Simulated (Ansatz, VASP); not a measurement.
GaN: VASP beside Ansatz

```
Ga N
1.0
     0.00000    2.31884    2.31884
     2.31884    0.00000    2.31884
     2.31884    2.31884    0.00000
Ga N
1 1
Direct
  0.00000 0.00000 0.00000
  0.75000 0.75000 0.75000
```

Alike in both runs: task single point; functional PBE; k mesh 10 × 10 × 10; occupations gaussian, width 0.02 eV; no spin polarisation.

```csv
,VASP,Ansatz
version,VASP 6.6.1,Ansatz 0.2.0
potentials or method,"VASP PAW PBE potentials, release 64 (Ga_d, N), cutoff 600 eV","scalar-relativistic, plane waves, PAW"
valence electrons in the cell,18,18
```

```csv
,VASP,Ansatz,Ansatz less VASP
gap on the k mesh at the Fermi level (eV),1.17,1.17,-0.001
least direct gap on the mesh (eV),1.17,1.17,-0.001
pressure (GPa),-8.8,-8.8,-0.04
```

With one functional, cell and mesh, what is left measures potentials, basis and numerics.
